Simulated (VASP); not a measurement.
Write the native input for VASP 6.6.1 that does the following.

```yaml
Task: electric field gradients
Functional: LDA
Potentials_or_basis: VASP PAW LDA potentials, release 64 (Se)
Cutoff: 520 eV
k_mesh: 6 × 6 × 5
Occupations: fermi-dirac, width 0.03 eV
Spin: no spin polarisation
Dipole_correction: no
Further_INCAR_settings: ALGO = Normal; EDIFF = 1e-08; NBANDS = 16
```

The structure of Se lies in POSCAR:

```
Se
1.0
    4.3807057031      0.0000000000      0.0000000000
   -2.1903528516      3.7938024255      0.0000000000
    0.0000000000      0.0000000000      4.9700572638
Se
3
Direct
    0.2254000000      0.0000000000      0.3333333333
    0.0000000000      0.2254000000      0.6666666667
    0.7746000000      0.7746000000      0.0000000000
```

This cell differs from its parent crystal: volume scaled by 1.01.

The input as run:

INCAR

```
SYSTEM = Se
PREC = Accurate
ENCUT = 520
EDIFF = 1E-8
ISMEAR = -1
SIGMA = 0.03
LREAL = .False.
LASPH = .True.
NELM = 80
ALGO = Normal
ISIF = 2
LWAVE = .False.
LCHARG = .False.
GGA = CA
LEFG = .True.
NBANDS = 16
```

KPOINTS

```
Automatic mesh
0
Gamma
  6 6 5
  0 0 0
```

Potentials or basis: VASP PAW LDA potentials, release 64 (Se).

Launch:

```bash
$ cat potpaw_LDA.64/Se/POTCAR > POTCAR
$ mpirun -np 1 vasp_std > vasp.out
```

It gave:

```json
{
 "Pressure": "-1.6 GPa",
 "Largest force": "0.160 eV/Å",
 "Band gap on the k mesh": "1.19 eV, indirect (least direct gap 1.39 eV)"
}
```

Caveat: without QUAD_EFG the Cq values of the log hold for a quadrupole moment of 1 mb, not for the nuclei.

Run time: 21 s on 1 thread of Intel(R) Xeon(R) Platinum 8375C CPU @ 2.90GHz (Ice Lake), with other jobs on the host, peak memory 0.19 GiB.
